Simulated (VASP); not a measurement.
# ScF6 (P6/mmm) in VASP: a series of runs

Runs on ScF6. Level: PBE. Tasks: single point.

All numbers are computed with VASP 6.6.1; they aren't measurements. Logs are shortened: lines on timing, memory, paths and dates and some standing lists are left out, and cuts for length are marked.

### Step 1. The cell of the first run

It takes space group P6/mmm (No. 191, hexagonal). Conventional cell: a = 4.216 Å, b = 4.216 Å, c = 5.758 Å, α = 90.00°, β = 90.00°, γ = 120.00°. Sc (site symmetry 6/mmm) has 12 F at 2.43 Å within 3.2 Å. F (site symmetry 2mm) has 5 F at 2.11 to 2.42 Å and 2 Sc at 2.43 Å within 2.8 Å.

The cell was generated, and may not be a known phase.

### Step 2. Single point, PBE

Contents of INCAR:

```
SYSTEM = ScF6
PREC = Accurate
ENCUT = 600
EDIFF = 1E-6
ISMEAR = 0
SIGMA = 0.2
LREAL = .FALSE.
LASPH = .TRUE.
NELM = 120
ALGO = Normal
ISIF = 2
LWAVE = .FALSE.
LCHARG = .FALSE.
GGA = PE
NBANDS = 36
GGA_COMPAT = .FALSE.
```

Contents of KPOINTS:

```
Automatic mesh
0
G
  4 4 3
  0 0 0
```

Contents of POSCAR:

```
ScF6
1.0
    4.2157122114      0.0000000027      0.0000000000
   -2.1078561080      3.6509138687      0.0000000000
    0.0000000000      0.0000000000      5.7580956535
Sc F
1 6
Direct
    0.0000000000      0.0000000000      0.5000000000
    0.5000000000      0.0000000000      0.2899863425
    0.0000000000      0.5000000000      0.2899863425
    0.5000000000      0.5000000000      0.2899863425
    0.5000000000      0.0000000000      0.7100136575
    0.0000000000      0.5000000000      0.7100136575
    0.5000000000      0.5000000000      0.7100136575
```

Potentials or basis: VASP PAW PBE potentials, release 64 (Sc_sv, F).

Command:

```bash
$ cat potpaw_PBE.64/Sc_sv/POTCAR potpaw_PBE.64/F/POTCAR > POTCAR
$ mpirun -np 1 vasp_std > vasp.out
```

OUTCAR:

```text
SYSTEM = ScF6
   PREC = Accurate
   ENCUT = 600
   EDIFF = 1E-6
   ISMEAR = 0
   LREAL = .FALSE.
   LASPH = .TRUE.
   NELM = 120
   ISIF = 2
   GGA = PE

 ion  position               nearest neighbor table
   1  0.000  0.000  0.500-   3 2.43   6 2.43   3 2.43   6 2.43   4 2.43   7 2.43   4 2.43   7 2.43
                             2 2.43   5 2.43   2 2.43   5 2.43
   2  0.500  0.000  0.290-   1 2.43   1 2.43
   3  0.000  0.500  0.290-   1 2.43   1 2.43
   4  0.500  0.500  0.290-   1 2.43   1 2.43
   5  0.500  0.000  0.710-   1 2.43   1 2.43
   6  0.000  0.500  0.710-   1 2.43   1 2.43
   7  0.500  0.500  0.710-   1 2.43   1 2.43

  LATTYP: Found a hexagonal cell.
 ALAT       =     4.2157122114
 C/A-ratio  =     1.3658654492

  Lattice vectors:

 A1 = (   4.2157122114,   0.0000000027,   0.0000000000)
 A2 = (  -2.1078561080,   3.6509138687,   0.0000000000)
 A3 = (   0.0000000000,   0.0000000000,   5.7580956535)

Analysis of symmetry for initial positions (statically):
=====================================================================
 Subroutine PRICEL returns:
 Original cell was already a primitive cell.

 Routine SETGRP: Setting up the symmetry group for a
 hexagonal supercell.

 Subroutine GETGRP returns: Found 24 space group operations
 (whereof 24 operations were pure point group operations)
 out of a pool of 24 trial point group operations.

The static configuration has the point symmetry D_6h.

Analysis of symmetry for dynamics (positions and initial velocities):
=====================================================================
 Subroutine PRICEL returns:
 Original cell was already a primitive cell.

 Routine SETGRP: Setting up the symmetry group for a
 hexagonal supercell.

 Subroutine GETGRP returns: Found 24 space group operations
 (whereof 24 operations were pure point group operations)
 out of a pool of 24 trial point group operations.

The dynamic configuration has the point symmetry D_6h.

 Subroutine INISYM returns: Found 24 space group operations
 (whereof 24 operations are pure point group operations),
 and found     1 'primitive' translations

----------------------------------------------------------------------------------------

                                     Primitive cell

  volume of cell :      88.6240

  direct lattice vectors                    reciprocal lattice vectors
     4.215712211  0.000000003  0.000000000     0.237207843  0.136952012  0.000000000
    -2.107856108  3.650913869  0.000000000    -0.000000000  0.273904024  0.000000000
[... 85 lines left out ...]
   ISYM   =      2    0-nonsym 1-usesym 2-fastsym
   POTIM  = 0.5000    time-step for ionic-motion
   TEBEG  =    0.0;   TEEND  =   0.0 temperature during run
   PSTRESS=    0.0 pullay stress
   NELECT =      53.0000    total number of electrons
   NUPDOWN=      -1.0000    fix difference up-down
   EMIN   =  10.00;   EMAX   =-10.00  energy-range for DOS
   EFERMI =   0.00;   METHOD = LEGACY
   ISMEAR =     0;   SIGMA  =   0.20  broadening in eV -4-tet -1-fermi 0-gaus
   EFERMI_NEDOS =   21; number of points for ismear=-14 and -15
   IALGO  =     38    algorithm
   IMIX   =      4    mixing-type and parameters
     AMIX     =   0.40;   BMIX     =  1.00
     AMIX_MAG =   1.60;   BMIX_MAG =  1.00
  volume/ion in A,a.u.               =      12.66        85.44
  Fermi-wavevector in a.u.,A,eV,Ry     =   1.379271  2.606445 25.883572  1.902389
  Thomas-Fermi vector in A             =   2.504256
   LORBIT       =      0    0 simple, 1 ext, 2 COOP (PROOUT), +10 PAW based schemes
   GGA     = PE    functional components
   LHFCALC =     F    Hartree Fock is set to
   AEXX    =    0.0000 exact exchange contribution
   IVDW    =     0    specifies the selected vdW correction
   LEPSILON=     F    determine dielectric tensor
   LRPA    =     F    only Hartree local field effects (RPA)
 non-spin polarized calculation
 Gauss-broadening in eV      SIGMA  =   0.20
  energy-cutoff  :      600.00
  volume of cell :       88.62
 maximum number of plane-waves:      2987
 NGX is ok and might be reduce to    36
   NGX = 17   NGY = 17   NGZ = 23

 number of electron      53.0000022 magnetization

 Free energy of the ion-electron system (eV)
  ---------------------------------------------------
  ext. energy  EPLUGINS =         0.00000000
  ---------------------------------------------------
  free energy    TOTEN  =       -27.62893918 eV

  energy without entropy =      -27.55306627  energy(sigma->0) =      -27.59100272

 E-fermi :  -1.3474     XC(G=0):  -9.2487

 val. band max:       -1.4111797612   @ k =   0.2500   0.2500   0.0000
 cond. band min:      -1.1614751924   @ k =   0.5000   0.0000   0.0000
 fundamental gap:      0.2497045689
 Fermi energy:        -1.3474093673

 k-point     1 :       0.0000    0.0000    0.0000
  band No.  band energies     occupation
      1     -51.3945      2.00000
      2     -29.9802      2.00000
      3     -29.7938      2.00000
      4     -29.7938      2.00000
      5     -24.1956      2.00000
      6     -23.6561      2.00000
[... 301 lines left out ...]
     35       9.6046      0.00000
     36      11.6830      0.00000

------------------------ aborting loop because EDIFF is reached ----------------------------------------

  FORCE on cell =-STRESS in cart. coord.  units (eV):
  Direction    XX          YY          ZZ          XY          YZ          ZX
  --------------------------------------------------------------------------------------
  -------------------------------------------------------------------------------------
  Total       -0.0409188     -0.0409188     -0.0944470     -0.0000000     -0.0000000      0.0000000
  in kB       -0.7397453     -0.7397453     -1.7074479     -0.0000000     -0.0000000      0.0000000
  external PRESSURE =      -1.0623128 kB  Pullay stress =       0.0000000 kB

 VOLUME and BASIS-vectors are now :
 -----------------------------------------------------------------------------
  energy-cutoff  :      600.00
  volume of cell :       88.62
      direct lattice vectors                 reciprocal lattice vectors
     4.215712211  0.000000003  0.000000000     0.237207843  0.136952012  0.000000000
    -2.107856108  3.650913869  0.000000000    -0.000000000  0.273904024  0.000000000
     0.000000000  0.000000000  5.758095653     0.000000000  0.000000000  0.173668529

 POSITION                                       TOTAL-FORCE (eV/Angst)
 -----------------------------------------------------------------------------------
      0.00000      0.00000      2.87905        -0.000000     -0.000000      0.000000
      2.10786      0.00000      1.66977         0.000000     -0.000000      0.019134
     -1.05393      1.82546      1.66977        -0.000000      0.000000      0.019134
      1.05393      1.82546      1.66977         0.000000     -0.000000      0.019134
      2.10786      0.00000      4.08833        -0.000000      0.000000     -0.019134
     -1.05393      1.82546      4.08833        -0.000000      0.000000     -0.019134
      1.05393      1.82546      4.08833        -0.000000      0.000000     -0.019134
 -----------------------------------------------------------------------------------
    total drift:                                0.000000      0.000000     -0.000000

  FREE ENERGIE OF THE ION-ELECTRON SYSTEM (eV)
  ---------------------------------------------------
  free  energy   TOTEN  =       -27.6289391795 eV

  energy  without entropy=      -27.5530662659  energy(sigma->0) =      -27.59100272
```

OSZICAR:

```text
N       E                     dE             d eps       ncg     rms          rms(c)
DAV:   1     0.822407476472E+03    0.82241E+03   -0.29797E+04   576   0.169E+03
DAV:   2     0.598555236192E+02   -0.76255E+03   -0.72095E+03   648   0.500E+02
DAV:   3    -0.290395372003E+02   -0.88895E+02   -0.85852E+02   744   0.191E+02
DAV:   4    -0.331000014834E+02   -0.40605E+01   -0.38971E+01   824   0.442E+01
DAV:   5    -0.331470407279E+02   -0.47039E-01   -0.47006E-01   640   0.420E+00    0.111E+01
DAV:   6    -0.282283163888E+02    0.49187E+01   -0.75074E+00   796   0.361E+01    0.421E+00
DAV:   7    -0.277054827707E+02    0.52283E+00   -0.11788E+00   780   0.108E+01    0.243E+00
DAV:   8    -0.276740936083E+02    0.31389E-01   -0.54826E-01   756   0.559E+00    0.122E+00
DAV:   9    -0.276464973880E+02    0.27596E-01   -0.20044E-01   760   0.530E+00    0.823E-01
DAV:  10    -0.276315280639E+02    0.14969E-01   -0.36793E-02   792   0.238E+00    0.385E-01
DAV:  11    -0.276289493193E+02    0.25787E-02   -0.83755E-03   828   0.683E-01    0.803E-02
DAV:  12    -0.276289398581E+02    0.94613E-05   -0.72006E-04   776   0.264E-01    0.185E-02
DAV:  13    -0.276289390840E+02    0.77401E-06   -0.22165E-05   680   0.463E-02    0.711E-03
DAV:  14    -0.276289391795E+02   -0.95501E-07   -0.34818E-06   640   0.168E-02
   1 F= -.27628939E+02 E0= -.27591003E+02  d E =-.758729E-01
```

Wall time 46 s (1 thread of Intel Xeon 8259CL, shared host); peak memory 0.24 GiB.

Results:

```yaml
Free_energy: -27.6289 eV
Pressure: -0.1 GPa
Largest_force: 0.019 eV/Å
Band_gap_on_the_k_mesh: zero (an odd number of electrons rules out a gap without spin polarisation)
```

Forces on the atoms (eV/Å):
```
Sc   0.000  0.000  0.000
F    0.000  0.000  0.019
F    0.000  0.000  0.019
F    0.000  0.000  0.019
F    0.000  0.000 -0.019
F    0.000  0.000 -0.019
F    0.000  0.000 -0.019
```

Stress tensor (GPa, compression positive):
```
-0.07  0.00  0.00
 0.00 -0.07  0.00
 0.00  0.00 -0.17
```

Levels at points of the mesh, in eV from the Fermi level:
```
           k point  band 22  band 23  band 24  band 25  band 26  band 27  band 28  band 29  band 30  band 31
(0.00, 0.00, 0.00)    -0.83    -0.55    -0.37     0.40     0.40     0.44     0.44     2.98     3.62     3.62
(0.50, 0.00, 0.00)    -2.08    -2.01    -1.83    -1.31    -0.87     0.19     0.34     2.78     3.21     3.71
```

Caveat: the k points lie up to 0.43 Å⁻¹ apart, too coarse for converged energies and pressures of a metal; an odd number of electrons without spin polarisation forces a metal; a magnetic or distorted state may lie lower.

### Step 3. Single point, PBE

This run uses another cell than the first one, of 17.44 Å³/atom.

Contents of INCAR:

```
SYSTEM = ScF6
ALGO = Normal ; EDIFF = 1E-6
ENCUT = 600 ; GGA = PE
GGA_COMPAT = .False. ; ISIF = 2
ISMEAR = 0 ; LASPH = .True.
LCHARG = .True. ; LELF = .True.
LREAL = .False. ; LVHAR = .True.
LWAVE = .False. ; NBANDS = 36
NELM = 120 ; PREC = Accurate
SIGMA = 0.2
```

Contents of KPOINTS:

```
k-points
0
Gamma
  4 4 3
  0 0 0
```

Contents of POSCAR:

```
ScF6
1.0
    4.5823094013      0.0000000000      0.0000000000
   -2.2911547007      3.9683963495      0.0000000000
    0.0000000000      0.0000000000      6.7135514360
Sc F
1 6
Direct
    0.0000000000      0.0000000000      0.0000000000
    0.0000000000      0.0000000000      0.2762904986
    0.0000000000      0.0000000000      0.7237095014
    0.3333333333      0.6666666667      0.8738058051
    0.3333333333      0.6666666667      0.1261941949
    0.6666666667      0.3333333333      0.1261941949
    0.6666666667      0.3333333333      0.8738058051
```

Potentials or basis: VASP PAW PBE potentials, release 64 (Sc_sv, F).

Command:

```bash
$ cat potpaw_PBE.64/Sc_sv/POTCAR potpaw_PBE.64/F/POTCAR > POTCAR
$ mpirun -np 1 vasp_std > vasp.out
```

Run time: 82 s. Hardware: 1 thread of Intel Xeon 8259CL, shared host; peak memory 0.29 GiB.

Results (log left out):

| Item | Value |
| --- | --- |
| Free energy | -28.1785 eV |
| Pressure | 0.4 GPa |
| Largest force | 0.301 eV/Å |
| Band gap on the k mesh | zero (an odd number of electrons rules out a gap without spin polarisation) |

Forces on the atoms (eV/Å):
```
Sc   0.000  0.000  0.000
F    0.000  0.000  0.301
F    0.000  0.000 -0.301
F    0.000  0.000 -0.094
F    0.000  0.000  0.094
F    0.000  0.000  0.094
F    0.000  0.000 -0.094
```

Stress tensor (GPa, compression positive):
```
-0.32  0.00  0.00
 0.00 -0.32  0.00
 0.00  0.00  1.79
```

Levels at points of the mesh, in eV from the Fermi level:
```
           k point  band 22  band 23  band 24  band 25  band 26  band 27  band 28  band 29  band 30  band 31
(0.00, 0.00, 0.00)    -0.61    -0.61    -0.61    -0.61    -0.26    -0.10     0.21     4.49     4.49     5.25
(0.50, 0.00, 0.00)    -0.99    -0.76    -0.71    -0.62    -0.22     0.11     0.11     4.01     4.33     5.46
```

Caveat: the k points lie up to 0.40 Å⁻¹ apart, too coarse for converged energies and pressures of a metal; an odd number of electrons without spin polarisation forces a metal; a magnetic or distorted state may lie lower.

(Continued in part 2 of 2.)

The gap in the log of VASP goes by the Fermi energy; the results here count the filled bands.